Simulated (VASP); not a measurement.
# FeCo3 (Pm-3m) in VASP: single point with r2SCAN

Aim: the single point of FeCo3 with r2SCAN.

All numbers are computed with VASP 6.6.1; they aren't measurements. Logs are shortened: lines on timing, memory, paths and dates and some standing lists are left out, and cuts for length are marked.

**1. The cell of the first run**

The structure is cubic, space group Pm-3m (No. 221). Conventional cell: a = 3.606 Å, b = 3.606 Å, c = 3.606 Å, α = 90.00°, β = 90.00°, γ = 90.00°. Fe (site symmetry m-3m) has 12 Co at 2.55 Å within 3.4 Å. Co (site symmetry 4/mmm) has 4 Fe at 2.55 Å and 8 Co at 2.55 Å within 3.4 Å.

**2. Single point, r2SCAN, collinear spin, ferromagnetic start (volume scaled by 1.06)**

File POSCAR:

```
FeCo3
1.0
    3.6064651639      0.0000000000      0.0000000000
    0.0000000000      3.6064651639      0.0000000000
    0.0000000000      0.0000000000      3.6064651639
Fe Co
1 3
Direct
    0.0000000000      0.0000000000      0.0000000000
    0.5000000000      0.5000000000      0.0000000000
    0.5000000000      0.0000000000      0.5000000000
    0.0000000000      0.5000000000      0.5000000000
```

File INCAR.step1:

```
SYSTEM = FeCo3
ALGO = Normal
EDIFF = 1E-4
ENCUT = 520
GGA = PE
ISMEAR = 0
ISPIN = 2
LASPH = .TRUE.
LCHARG = .FALSE.
LMAXMIX = 4
LREAL = .FALSE.
LWAVE = .TRUE.
MAGMOM = 3.21 2.09 2.09 2.09
NBANDS = 30
NELM = 150
PREC = Accurate
SIGMA = 0.1
```

File INCAR.step2:

```
SYSTEM = FeCo3
ALGO = Normal
EDIFF = 1E-6
ENCUT = 520
ISIF = 2
ISMEAR = 0
ISPIN = 2
ISTART = 1
LASPH = .TRUE.
LCHARG = .FALSE.
LMAXMIX = 4
LMIXTAU = .TRUE.
LORBIT = 11
LREAL = .FALSE.
LWAVE = .FALSE.
MAGMOM = 3.21 2.09 2.09 2.09
METAGGA = R2SCAN
NBANDS = 30
NELM = 150
PREC = Accurate
SIGMA = 0.1
```

File KPOINTS:

```
k-points
0
G
  12 12 12
  0 0 0
```

Potentials or basis: VASP PAW PBE potentials, release 64 (Fe, Co).

The run is started by

```console
$ cat potpaw_PBE.64/Fe/POTCAR potpaw_PBE.64/Co/POTCAR > POTCAR
$ cp INCAR.step1 INCAR
$ mpirun -np 1 vasp_std > vasp.out
$ cp INCAR.step2 INCAR
$ mpirun -np 1 vasp_std > vasp.out
```

OUTCAR:

```text
SYSTEM = FeCo3
   EDIFF = 1E-6
   ENCUT = 520
   ISIF = 2
   ISMEAR = 0
   ISPIN = 2
   ISTART = 1
   LASPH = .TRUE.
   LORBIT = 11
   LREAL = .FALSE.
   METAGGA = R2SCAN
   NELM = 150
   PREC = Accurate

 ion  position               nearest neighbor table
   1  0.000  0.000  0.000-   2 2.55   3 2.55   4 2.55   3 2.55   4 2.55   2 2.55   4 2.55   4 2.55
                             2 2.55   3 2.55   3 2.55   2 2.55
   2  0.500  0.500  0.000-   1 2.55   3 2.55   4 2.55   3 2.55   4 2.55   1 2.55   3 2.55   3 2.55
                             1 2.55   4 2.55   4 2.55   1 2.55
   3  0.500  0.000  0.500-   1 2.55   2 2.55   4 2.55   1 2.55   2 2.55   2 2.55   4 2.55   2 2.55
                             1 2.55   4 2.55   1 2.55   4 2.55
   4  0.000  0.500  0.500-   1 2.55   2 2.55   3 2.55   1 2.55   2 2.55   1 2.55   3 2.55   1 2.55
                             2 2.55   3 2.55   2 2.55   3 2.55

  LATTYP: Found a simple cubic cell.
 ALAT       =     3.6064651639

  Lattice vectors:

 A1 = (   3.6064651639,   0.0000000000,   0.0000000000)
 A2 = (   0.0000000000,   3.6064651639,   0.0000000000)
 A3 = (   0.0000000000,   0.0000000000,   3.6064651639)

Analysis of symmetry for initial positions (statically):
=====================================================================
 Subroutine PRICEL returns:
 Original cell was already a primitive cell.

 Routine SETGRP: Setting up the symmetry group for a
 simple cubic supercell.

 Subroutine GETGRP returns: Found 48 space group operations
 (whereof 48 operations were pure point group operations)
 out of a pool of 48 trial point group operations.

The static configuration has the point symmetry O_h .

Analysis of symmetry for dynamics (positions and initial velocities):
=====================================================================
 Subroutine PRICEL returns:
 Original cell was already a primitive cell.

 Routine SETGRP: Setting up the symmetry group for a
 simple cubic supercell.

 Subroutine GETGRP returns: Found 48 space group operations
 (whereof 48 operations were pure point group operations)
 out of a pool of 48 trial point group operations.

The dynamic configuration has the point symmetry O_h .

Analysis of structural, dynamic, and magnetic symmetry:
=====================================================================
 Subroutine PRICEL returns:
 Original cell was already a primitive cell.

 Routine SETGRP: Setting up the symmetry group for a
 simple cubic supercell.

 Subroutine GETGRP returns: Found 48 space group operations
 (whereof 48 operations were pure point group operations)
 out of a pool of 48 trial point group operations.

The overall configuration has the point symmetry O_h .

 Subroutine INISYM returns: Found 48 space group operations
 (whereof 48 operations are pure point group operations),
 and found     1 'primitive' translations

----------------------------------------------------------------------------------------

                                     Primitive cell

  volume of cell :      46.9078

  direct lattice vectors                    reciprocal lattice vectors
     3.606465164  0.000000000  0.000000000     0.277279817  0.000000000  0.000000000
     0.000000000  3.606465164  0.000000000     0.000000000  0.277279817  0.000000000
     0.000000000  0.000000000  3.606465164     0.000000000  0.000000000  0.277279817

  length of vectors
     3.606465164  3.606465164  3.606465164     0.277279817  0.277279817  0.277279817

  position of ions in fractional coordinates (direct lattice)
     0.000000000  0.000000000  0.000000000
     0.500000000  0.500000000  0.000000000
     0.500000000  0.000000000  0.500000000
     0.000000000  0.500000000  0.500000000

  ion indices of the primitive-cell ions
   primitive index   ion index
                 1           1
                 2           2
                 3           3
                 4           4

----------------------------------------------------------------------------------------

 KPOINTS: k-points

Automatic generation of k-mesh.
 Grid dimensions read from file:
 generate k-points for:   12   12   12

 Generating k-lattice:

  Cartesian coordinates                     Fractional coordinates (reciprocal lattice)
     0.023106651  0.000000000  0.000000000     0.083333333  0.000000000  0.000000000
     0.000000000  0.023106651  0.000000000     0.000000000  0.083333333  0.000000000
     0.000000000  0.000000000  0.023106651     0.000000000  0.000000000  0.083333333

  Length of vectors
     0.023106651  0.023106651  0.023106651

  Shift w.r.t. Gamma in fractional coordinates (k-lattice)
     0.000000000  0.000000000  0.000000000

 Subroutine IBZKPT returns following result:
 ===========================================

 Found     84 irreducible k-points:

 Following reciprocal coordinates:
            Coordinates               Weight
  0.000000  0.000000  0.000000      1.000000
  0.083333  0.000000  0.000000      6.000000
  0.166667  0.000000  0.000000      6.000000
  0.250000  0.000000  0.000000      6.000000
  0.333333  0.000000  0.000000      6.000000
  0.416667  0.000000  0.000000      6.000000
[... 16 lines left out ...]
  0.333333  0.333333  0.000000     12.000000
  0.416667  0.333333  0.000000     24.000000
 [... further k-points ...]
   k-points           NKPTS =     84   k-points in BZ     NKDIM =     84   number of bands    NBANDS=     30
   number of dos      NEDOS =    301   number of ions     NIONS =      4
   total plane-waves  NPLWV =  21952
   dimension x,y,z NGX =    28 NGY =   28 NGZ =   28
   dimension x,y,z NGXF=    56 NGYF=   56 NGZF=   56
   ions per type =               1   3
   NGX,Y,Z   is equivalent  to a cutoff of  12.91, 12.91, 12.91 a.u.
   NGXF,Y,Z  is equivalent  to a cutoff of  25.81, 25.81, 25.81 a.u.
 SYSTEM =  FeCo3
   PREC   = accura    normal or accurate (medium, high low for compatibility)
   ISTART =      1    job   : 0-new  1-cont  2-samecut
   ICHARG =      0    charge: 1-file 2-atom 10-const
   ISPIN  =      2    spin polarized calculation?
   LNONCOLLINEAR =      F non collinear calculations
   LSORBIT =      F    spin-orbit coupling
   LASPH  =      T    aspherical Exc in radial PAW
   ENCUT  =  520.0 eV  38.22 Ry    6.18 a.u.   6.71  6.71  6.71*2*pi/ulx,y,z
   NELM   =    150;   NELMIN=  2; NELMDL=  0     # of ELM steps
   EDIFF  = 0.1E-05   stopping-criterion for ELM
   LREAL  =      F    real-space projection
   EDIFFG = 0.1E-04   stopping-criterion for IOM
   NSW    =      0    number of steps for IOM
   IBRION =     -1    ionic relax: 0-MD 1-quasi-New 2-CG
   NFREE  =      0    steps in history (QN), initial steepest desc. (CG)
   ISIF   =      2    stress and relaxation
   ISYM   =      2    0-nonsym 1-usesym 2-fastsym
   POTIM  = 0.5000    time-step for ionic-motion
   TEBEG  =    0.0;   TEEND  =   0.0 temperature during run
   PSTRESS=    0.0 pullay stress
   NELECT =      35.0000    total number of electrons
   NUPDOWN=      -1.0000    fix difference up-down
   EMIN   =  10.00;   EMAX   =-10.00  energy-range for DOS
   EFERMI =   0.00;   METHOD = LEGACY
   ISMEAR =     0;   SIGMA  =   0.10  broadening in eV -4-tet -1-fermi 0-gaus
   EFERMI_NEDOS =   21; number of points for ismear=-14 and -15
   IALGO  =     38    algorithm
   IMIX   =      4    mixing-type and parameters
     AMIX     =   0.40;   BMIX     =  1.00
     AMIX_MAG =   1.60;   BMIX_MAG =  1.00
  volume/ion in A,a.u.               =      11.73        79.14
  Fermi-wavevector in a.u.,A,eV,Ry     =   1.484850  2.805959 29.997826  2.204778
  Thomas-Fermi vector in A             =   2.598335
   LORBIT       =     11    0 simple, 1 ext, 2 COOP (PROOUT), +10 PAW based schemes
   METAGGA = R2SCAN    functional components
   LHFCALC =     F    Hartree Fock is set to
   AEXX    =    0.0000 exact exchange contribution
   IVDW    =     0    specifies the selected vdW correction
   LEPSILON=     F    determine dielectric tensor
   LRPA    =     F    only Hartree local field effects (RPA)
 spin polarized calculation
 Gauss-broadening in eV      SIGMA  =   0.10
  energy-cutoff  :      520.00
  volume of cell :       46.91
 maximum number of plane-waves:      1328
 NGX is ok and might be reduce to    28
   NGX = 13   NGY = 13   NGZ = 13

 number of electron      35.0000022 magnetization       8.2837917

 Free energy of the ion-electron system (eV)
  ---------------------------------------------------
  ext. energy  EPLUGINS =         0.00000000
  ---------------------------------------------------
  free energy    TOTEN  =       -54.03509178 eV

  energy without entropy =      -54.02343350  energy(sigma->0) =      -54.02926264

 E-fermi :   8.5513     XC(G=0): -14.1201

 val. band max:        8.5502402471   @ k =   0.5000   0.2500   0.1667
 cond. band min:       8.5521810115   @ k =   0.1667   0.0833   0.0000
 fundamental gap:      0.0019407644
 Fermi energy:         8.5513378055

 spin component 1

 k-point     1 :       0.0000    0.0000    0.0000
  band No.  band energies     occupation
      1      -0.5211      1.00000
      2       2.6797      1.00000
      3       2.6797      1.00000
      4       2.7791      1.00000
      5       3.4512      1.00000
      6       3.4512      1.00000
[... 757 lines left out ...]
     28      20.5290      0.00000
     29      21.1238      0.00000

 [... further k-points ...]

 spin component 2

 k-point     1 :       0.0000    0.0000    0.0000
  band No.  band energies     occupation
      1      -1.0106      1.00000
      2       4.9034      1.00000
      3       4.9318      1.00000
      4       4.9319      1.00000
      5       5.2518      1.00000
      6       5.2519      1.00000
[... 757 lines left out ...]
     28      21.4205      0.00000
     29      21.8688      0.00000

 [... further k-points ...]

 [bands above 29 left out]

------------------------ aborting loop because EDIFF is reached ----------------------------------------

  FORCE on cell =-STRESS in cart. coord.  units (eV):
  Direction    XX          YY          ZZ          XY          YZ          ZX
  --------------------------------------------------------------------------------------
  -------------------------------------------------------------------------------------
  Total       -3.0788213     -3.0788213     -3.0788213      0.0000000     -0.0000000      0.0000000
  in kB     -105.1598223   -105.1598223   -105.1598223      0.0000000     -0.0000000      0.0000000
  external PRESSURE =    -105.1598223 kB  Pullay stress =       0.0000000 kB

 VOLUME and BASIS-vectors are now :
 -----------------------------------------------------------------------------
  energy-cutoff  :      520.00
  volume of cell :       46.91
      direct lattice vectors                 reciprocal lattice vectors
     3.606465164  0.000000000  0.000000000     0.277279817  0.000000000  0.000000000
     0.000000000  3.606465164  0.000000000     0.000000000  0.277279817  0.000000000
     0.000000000  0.000000000  3.606465164     0.000000000  0.000000000  0.277279817

 POSITION                                       TOTAL-FORCE (eV/Angst)
 -----------------------------------------------------------------------------------
      0.00000      0.00000      0.00000         0.000000      0.000000      0.000000
      1.80323      1.80323      0.00000         0.000000      0.000000      0.000000
      1.80323      0.00000      1.80323         0.000000      0.000000      0.000000
      0.00000      1.80323      1.80323         0.000000      0.000000      0.000000
 -----------------------------------------------------------------------------------
    total drift:                                0.000000      0.000000      0.000000

  FREE ENERGIE OF THE ION-ELECTRON SYSTEM (eV)
  ---------------------------------------------------
  free  energy   TOTEN  =       -54.0350917843 eV

  energy  without entropy=      -54.0234335012  energy(sigma->0) =      -54.02926264

 total charge

# of ion       s       p       d       tot
------------------------------------------
    1        0.468   0.517   6.104   7.089
    2        0.488   0.512   7.188   8.188
    3        0.488   0.512   7.188   8.188
    4        0.488   0.512   7.188   8.188
--------------------------------------------------
tot          1.932   2.053  27.667  31.652

 magnetization (x)

# of ion       s       p       d       tot
------------------------------------------
    1        0.010  -0.054   2.996   2.952
    2       -0.010  -0.073   1.950   1.868
    3       -0.010  -0.073   1.950   1.868
    4       -0.010  -0.073   1.950   1.868
--------------------------------------------------
tot         -0.019  -0.273   8.847   8.555
```

It took 11 min on 1 thread of Intel Xeon 6975P-C, shared host; peak memory 0.31 GiB.

What came out:

```
Free energy                                           : -54.0351 eV
Pressure                                              : -10.5 GPa
Net moment                                            : 8.28 μB per cell
Site moments                                          : Fe +2.95; Co +1.87 μB
Valence electrons inside the program's atomic spheres : Fe 7.09; Co 8.19
```

Caveat: the PAW data sets were made with another functional, which shifts forces and pressure a little.
